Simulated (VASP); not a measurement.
# GaSb (I-4m2) in VASP: a series of runs

Runs on GaSb. Level: PBE. Tasks: single point.

All numbers are computed with VASP 6.6.1; they aren't measurements. Logs are shortened: lines on timing, memory, paths and dates and some standing lists are left out, and cuts for length are marked.

## (1) The cell of the first run

The structure is tetragonal, space group I-4m2 (No. 119). The conventional cell has a = 5.402 Å, b = 5.402 Å, c = 3.542 Å, α = 90.00°, β = 90.00°, γ = 90.00°. Within 3.8 Å of Ga (site symmetry -4m2) lie 8 Sb at 2.84 to 3.79 Å and 2 Ga at 3.54 Å. Sb (site symmetry -4m2) has 8 Ga at 2.84 to 3.79 Å and 2 Sb at 3.54 Å within 3.8 Å.

## (2) Single point, PBE

INCAR reads:

```
SYSTEM = GaSb
PREC     = Accurate       ! precision mode
ENCUT    = 520            ! plane-wave cutoff, eV
EDIFF    = 1E-6           ! SCF threshold, eV
ISMEAR   = 0              ! smearing method
SIGMA    = 0.15           ! smearing width, eV
LREAL    = .False.        ! projectors in reciprocal space
LASPH    = .True.         ! aspherical terms in the spheres
NELM     = 80             ! most SCF steps
ALGO     = Normal         ! electronic algorithm
ISIF     = 2              ! what is computed and relaxed
LWAVE    = .False.        ! write WAVECAR
LCHARG   = .False.        ! write CHGCAR
GGA      = PE             ! functional
NBANDS   = 16             ! bands
```

KPOINTS reads:

```
regular mesh
0
Gamma
  16 16 16
  0 0 0
```

POSCAR reads:

```
GaSb
1.0
   -2.7012000000      2.7012000000      1.7708000000
    2.7012000000     -2.7012000000      1.7708000000
    2.7012000000      2.7012000000     -1.7708000000
Ga Sb
1 1
Direct
    0.2500000000      0.7500000000      0.5000000000
    0.0000000000      0.0000000000      0.0000000000
```

Potentials or basis: VASP PAW PBE potentials, release 64 (Ga_d, Sb).

The run is started by

```sh
$ cat potpaw_PBE.64/Ga_d/POTCAR potpaw_PBE.64/Sb/POTCAR > POTCAR
$ mpirun -np 1 vasp_std > vasp.out
```

OUTCAR:

```text
SYSTEM = GaSb
   PREC = Accurate
   ENCUT = 520
   EDIFF = 1E-6
   ISMEAR = 0
   LREAL = .False.
   LASPH = .True.
   NELM = 80
   ISIF = 2
   GGA = PE

 ion  position               nearest neighbor table
   1  0.250  0.750  0.500-   2 2.84   2 2.84   2 2.84   2 2.84
   2  0.000  0.000  0.000-   1 2.84   1 2.84   1 2.84   1 2.84

  LATTYP: Found a body centered tetragonal cell.
 ALAT       =     5.4024000000
 C/A-ratio  =     0.6555604916

  Lattice vectors:

 A1 = (  -2.7012000000,   2.7012000000,   1.7708000000)
 A2 = (   2.7012000000,  -2.7012000000,   1.7708000000)
 A3 = (   2.7012000000,   2.7012000000,  -1.7708000000)

Analysis of symmetry for initial positions (statically):
=====================================================================
 Subroutine PRICEL returns:
 Original cell was already a primitive cell.

 Routine SETGRP: Setting up the symmetry group for a
 body centered tetragonal supercell.

 Subroutine GETGRP returns: Found  8 space group operations
 (whereof  8 operations were pure point group operations)
 out of a pool of 16 trial point group operations.

The static configuration has the point symmetry D_2d.

Analysis of symmetry for dynamics (positions and initial velocities):
=====================================================================
 Subroutine PRICEL returns:
 Original cell was already a primitive cell.

 Routine SETGRP: Setting up the symmetry group for a
 body centered tetragonal supercell.

 Subroutine GETGRP returns: Found  8 space group operations
 (whereof  8 operations were pure point group operations)
 out of a pool of 16 trial point group operations.

The dynamic configuration has the point symmetry D_2d.

 Subroutine INISYM returns: Found  8 space group operations
 (whereof  8 operations are pure point group operations),
 and found     1 'primitive' translations

----------------------------------------------------------------------------------------

                                     Primitive cell

  volume of cell :      51.6824

  direct lattice vectors                    reciprocal lattice vectors
    -2.701200000  2.701200000  1.770800000     0.000000000  0.185102917  0.282358256
     2.701200000 -2.701200000  1.770800000     0.185102917  0.000000000  0.282358256
     2.701200000  2.701200000 -1.770800000     0.185102917  0.185102917  0.000000000

  length of vectors
     4.210545751  4.210545751  4.210545751     0.337622977  0.337622977  0.261775056

  position of ions in fractional coordinates (direct lattice)
     0.250000000  0.750000000  0.500000000
     0.000000000  0.000000000  0.000000000

  ion indices of the primitive-cell ions
   primitive index   ion index
                 1           1
                 2           2

----------------------------------------------------------------------------------------

 KPOINTS: regular mesh

Automatic generation of k-mesh.
 Grid dimensions read from file:
 generate k-points for:   16   16   16

 Generating k-lattice:

  Cartesian coordinates                     Fractional coordinates (reciprocal lattice)
     0.000000000  0.011568932  0.017647391     0.062500000  0.000000000 -0.000000000
     0.011568932  0.000000000  0.017647391     0.000000000  0.062500000 -0.000000000
     0.011568932  0.011568932  0.000000000     0.000000000  0.000000000  0.062500000

  Length of vectors
     0.021101436  0.021101436  0.016360941

  Shift w.r.t. Gamma in fractional coordinates (k-lattice)
     0.000000000  0.000000000  0.000000000

 Subroutine IBZKPT returns following result:
 ===========================================

 Found    349 irreducible k-points:

 Following reciprocal coordinates:
            Coordinates               Weight
  0.000000  0.000000  0.000000      1.000000
  0.062500  0.000000 -0.000000      8.000000
  0.125000  0.000000 -0.000000      8.000000
  0.187500  0.000000 -0.000000      8.000000
  0.250000  0.000000 -0.000000      8.000000
  0.312500  0.000000 -0.000000      8.000000
[... 16 lines left out ...]
 -0.125000  0.062500  0.000000     16.000000
 -0.062500  0.062500  0.000000      4.000000
 [... further k-points ...]
   k-points           NKPTS =    349   k-points in BZ     NKDIM =    349   number of bands    NBANDS=     16
   number of dos      NEDOS =    301   number of ions     NIONS =      2
   total plane-waves  NPLWV =  32768
   dimension x,y,z NGX =    32 NGY =   32 NGZ =   32
   dimension x,y,z NGXF=    64 NGYF=   64 NGZF=   64
   ions per type =               1   1
   NGX,Y,Z   is equivalent  to a cutoff of  12.63, 12.63, 12.63 a.u.
   NGXF,Y,Z  is equivalent  to a cutoff of  25.27, 25.27, 25.27 a.u.
 SYSTEM =  GaSb
   PREC   = accura    normal or accurate (medium, high low for compatibility)
   ISTART =      0    job   : 0-new  1-cont  2-samecut
   ICHARG =      2    charge: 1-file 2-atom 10-const
   ISPIN  =      1    spin polarized calculation?
   LNONCOLLINEAR =      F non collinear calculations
   LSORBIT =      F    spin-orbit coupling
   LASPH  =      T    aspherical Exc in radial PAW
   ENCUT  =  520.0 eV  38.22 Ry    6.18 a.u.   7.83  7.83  7.83*2*pi/ulx,y,z
   NELM   =     80;   NELMIN=  2; NELMDL= -5     # of ELM steps
   EDIFF  = 0.1E-05   stopping-criterion for ELM
   LREAL  =      F    real-space projection
   EDIFFG = 0.1E-04   stopping-criterion for IOM
   NSW    =      0    number of steps for IOM
   IBRION =     -1    ionic relax: 0-MD 1-quasi-New 2-CG
   NFREE  =      0    steps in history (QN), initial steepest desc. (CG)
   ISIF   =      2    stress and relaxation
   ISYM   =      2    0-nonsym 1-usesym 2-fastsym
   POTIM  = 0.5000    time-step for ionic-motion
   TEBEG  =    0.0;   TEEND  =   0.0 temperature during run
   PSTRESS=    0.0 pullay stress
   NELECT =      18.0000    total number of electrons
   NUPDOWN=      -1.0000    fix difference up-down
   EMIN   =  10.00;   EMAX   =-10.00  energy-range for DOS
   EFERMI =   0.00;   METHOD = LEGACY
   ISMEAR =     0;   SIGMA  =   0.15  broadening in eV -4-tet -1-fermi 0-gaus
   EFERMI_NEDOS =   21; number of points for ismear=-14 and -15
   IALGO  =     38    algorithm
   IMIX   =      4    mixing-type and parameters
     AMIX     =   0.40;   BMIX     =  1.00
     AMIX_MAG =   1.60;   BMIX_MAG =  1.00
  volume/ion in A,a.u.               =      25.84       174.39
  Fermi-wavevector in a.u.,A,eV,Ry     =   1.151820  2.176624 18.050709  1.326690
  Thomas-Fermi vector in A             =   2.288475
   LORBIT       =      0    0 simple, 1 ext, 2 COOP (PROOUT), +10 PAW based schemes
   GGA     = PE    functional components
   LHFCALC =     F    Hartree Fock is set to
   AEXX    =    0.0000 exact exchange contribution
   IVDW    =     0    specifies the selected vdW correction
   LEPSILON=     F    determine dielectric tensor
   LRPA    =     F    only Hartree local field effects (RPA)
 non-spin polarized calculation
 Gauss-broadening in eV      SIGMA  =   0.15
  energy-cutoff  :      520.00
  volume of cell :       51.68
 maximum number of plane-waves:      1414
   NGX = 15   NGY = 15   NGZ = 15

 number of electron      18.0000015 magnetization

 Free energy of the ion-electron system (eV)
  ---------------------------------------------------
  ext. energy  EPLUGINS =         0.00000000
  ---------------------------------------------------
  free energy    TOTEN  =        -6.90900113 eV

  energy without entropy =       -6.89836797  energy(sigma->0) =       -6.90368455

 E-fermi :   5.8160     XC(G=0):  -9.8996

 val. band max:        5.8104008980   @ k =  -0.4375   0.2500   0.0625
 cond. band min:       5.8175435798   @ k =   0.5000   0.1250  -0.0000
 fundamental gap:      0.0071426818
 Fermi energy:         5.8159947457

 k-point     1 :       0.0000    0.0000    0.0000
  band No.  band energies     occupation
      1      -9.0971      2.00000
      2      -9.0467      2.00000
      3      -9.0467      2.00000
      4      -9.0406      2.00000
      5      -9.0294      2.00000
      6      -5.6530      2.00000
[... 8 lines left out ...]
     15      14.2416      0.00000
     16      15.4091      0.00000

 k-point     2 :       0.0625    0.0000   -0.0000
  band No.  band energies     occupation
      1      -9.0950      2.00000
      2      -9.0476      2.00000
      3      -9.0474      2.00000
      4      -9.0411      2.00000
      5      -9.0288      2.00000
      6      -5.5924      2.00000
[... 8 lines left out ...]
     15      14.5882      0.00000
     16      15.3348      0.00000

 k-point     3 :       0.1250    0.0000   -0.0000
  band No.  band energies     occupation
      1      -9.0892      2.00000
      2      -9.0502      2.00000
      3      -9.0496      2.00000
      4      -9.0423      2.00000
      5      -9.0271      2.00000
      6      -5.4115      2.00000
[... 8 lines left out ...]
     15      14.6680      0.00000
     16      15.6814      0.00000

 k-point     4 :       0.1875    0.0000   -0.0000
  band No.  band energies     occupation
      1      -9.0810      2.00000
      2      -9.0539      2.00000
      3      -9.0531      2.00000
      4      -9.0440      2.00000
      5      -9.0243      2.00000
      6      -5.1143      2.00000
[... 8 lines left out ...]
     15      14.0754      0.00000
     16      16.0704      0.00000

 k-point     5 :       0.2500    0.0000   -0.0000
  band No.  band energies     occupation
      1      -9.0736      2.00000
      2      -9.0574      2.00000
      3      -9.0564      2.00000
      4      -9.0458      2.00000
      5      -9.0209      2.00000
      6      -4.7090      2.00000
[... 8 lines left out ...]
     15      13.5579      0.00000
     16      16.5196      0.00000

 k-point     6 :       0.3125    0.0000   -0.0000
  band No.  band energies     occupation
      1      -9.0731      2.00000
      2      -9.0617      2.00000
      3      -9.0532      2.00000
      4      -9.0467      2.00000
      5      -9.0173      2.00000
      6      -4.2139      2.00000
[... 8 lines left out ...]
     15      13.2781      0.00000
     16      17.0574      0.00000
[... 267 lines left out ...]
 k-point    21 :      -0.2500    0.0625    0.0000
  band No.  band energies     occupation
      1      -9.0805      2.00000
      2      -9.0550      2.00000
      3      -9.0527      2.00000
      4      -9.0445      2.00000
      5      -9.0228      2.00000
      6      -4.9742      2.00000
[... 8 lines left out ...]
     15      13.8690      0.00000
     16      15.8418      0.00000

 k-point    22 :      -0.1875    0.0625    0.0000
  band No.  band energies     occupation
      1      -9.0885      2.00000
      2      -9.0510      2.00000
      3      -9.0493      2.00000
      4      -9.0428      2.00000
      5      -9.0258      2.00000
      6      -5.3046      2.00000
[... 8 lines left out ...]
     15      14.2915      0.00000
     16      15.3820      0.00000

 k-point    23 :      -0.1250    0.0625    0.0000
  band No.  band energies     occupation
      1      -9.0944      2.00000
      2      -9.0480      2.00000
      3      -9.0472      2.00000
      4      -9.0415      2.00000
      5      -9.0280      2.00000
      6      -5.5205      2.00000
[... 8 lines left out ...]
     15      14.3181      0.00000
     16      15.1029      0.00000

 k-point    24 :      -0.0625    0.0625    0.0000
  band No.  band energies     occupation
      1      -9.0968      2.00000
      2      -9.0468      2.00000
      3      -9.0466      2.00000
      4      -9.0408      2.00000
      5      -9.0290      2.00000
      6      -5.6169      2.00000
[... 8 lines left out ...]
     15      14.1350      0.00000
     16      15.1164      0.00000

 [... further k-points ...]

------------------------ aborting loop because EDIFF is reached ----------------------------------------

  FORCE on cell =-STRESS in cart. coord.  units (eV):
  Direction    XX          YY          ZZ          XY          YZ          ZX
  --------------------------------------------------------------------------------------
  -------------------------------------------------------------------------------------
  Total       -0.1886725     -0.1886725     -1.1555085      0.0000000      0.0000000      0.0000000
  in kB       -5.8489263     -5.8489263    -35.8212504      0.0000000      0.0000000      0.0000000
  external PRESSURE =     -15.8397010 kB  Pullay stress =       0.0000000 kB

 VOLUME and BASIS-vectors are now :
 -----------------------------------------------------------------------------
  energy-cutoff  :      520.00
  volume of cell :       51.68
      direct lattice vectors                 reciprocal lattice vectors
    -2.701200000  2.701200000  1.770800000     0.000000000  0.185102917  0.282358256
     2.701200000 -2.701200000  1.770800000     0.185102917  0.000000000  0.282358256
     2.701200000  2.701200000 -1.770800000     0.185102917  0.185102917  0.000000000

 POSITION                                       TOTAL-FORCE (eV/Angst)
 -----------------------------------------------------------------------------------
      2.70120      0.00000      0.88540         0.000000      0.000000     -0.000000
      0.00000      0.00000      0.00000        -0.000000     -0.000000      0.000000
 -----------------------------------------------------------------------------------
    total drift:                                0.000000     -0.000000     -0.000000

  FREE ENERGIE OF THE ION-ELECTRON SYSTEM (eV)
  ---------------------------------------------------
  free  energy   TOTEN  =        -6.9090011279 eV

  energy  without entropy=       -6.8983679701  energy(sigma->0) =       -6.90368455
```

It took 76 s on 1 thread of AMD EPYC 9R45 (Zen 5), shared host; peak memory 0.39 GiB.

Results:

| Item | Value |
| --- | --- |
| Free energy | -6.9090 eV |
| Pressure | -1.6 GPa |
| Band gap on the k mesh | zero (bands 9 and 10 overlap by 4.37 eV) |

Caveat: spin-orbit coupling is left out, which moves the levels of the heavy elements.

## (3) Single point, PBE

This run uses another cell than the first one, of the same volume but with other edges.

INCAR reads:

```
SYSTEM = GaSb
  ALGO = Normal
  EDIFF = 1E-6
  ENCUT = 520
  GGA = PE
  ISIF = 2
  ISMEAR = 0
  LASPH = .True.
  LCHARG = .False.
  LREAL = .False.
  LWAVE = .False.
  NBANDS = 16
  NELM = 100
  PREC = Accurate
  SIGMA = 0.15
```

KPOINTS reads:

```
k-points
0
Gamma
  16 16 16
  0 0 0
```

POSCAR reads:

```
GaSb
1.0
   -2.8118500000      2.8118500000      1.6338000000
    2.8118500000     -2.8118500000      1.6338000000
    2.8118500000      2.8118500000     -1.6338000000
Ga Sb
1 1
Direct
    0.2500000000      0.7500000000      0.5000000000
    0.0000000000      0.0000000000      0.0000000000
```

Potentials or basis: VASP PAW PBE potentials, release 64 (Ga_d, Sb).

The run is started by

```sh
$ cat potpaw_PBE.64/Ga_d/POTCAR potpaw_PBE.64/Sb/POTCAR > POTCAR
$ mpirun -np 1 vasp_std > vasp.out
```

Run time: 79 s. Hardware: 1 thread of AMD EPYC 9R45 (Zen 5), shared host; peak memory 0.39 GiB.

Results (log left out):

- Free energy: -6.9628 eV
- Pressure: -2.8 GPa
- Band gap on the k mesh: zero (bands 9 and 10 overlap by 4.50 eV)

Stress tensor (GPa, compression positive):
```
-2.71  0.00  0.00
 0.00 -2.71  0.00
 0.00  0.00 -3.03
```

Levels at points of the mesh, in eV from the Fermi level:
| k point | band 7 | band 8 | band 9 | band 10 | band 11 | band 12 |
| --- | --- | --- | --- | --- | --- | --- |
| (0.00, 0.00, 0.00) | -3.08 | -1.67 | -1.67 | 3.59 | 4.51 | 6.76 |
| (0.50, 0.00, 0.00) | -5.31 | -2.39 | -1.36 | -1.01 | 2.51 | 3.11 |
| (0.50, 0.50, 0.00) | -7.61 | 0.03 | 1.80 | 1.98 | 2.30 | 4.21 |
| (0.50, 0.50, 0.50) | -5.72 | -4.54 | -4.54 | 3.15 | 4.71 | 9.70 |

Caveat: spin-orbit coupling is left out, which moves the levels of the heavy elements.

(Part 1 of 2 ends here.)
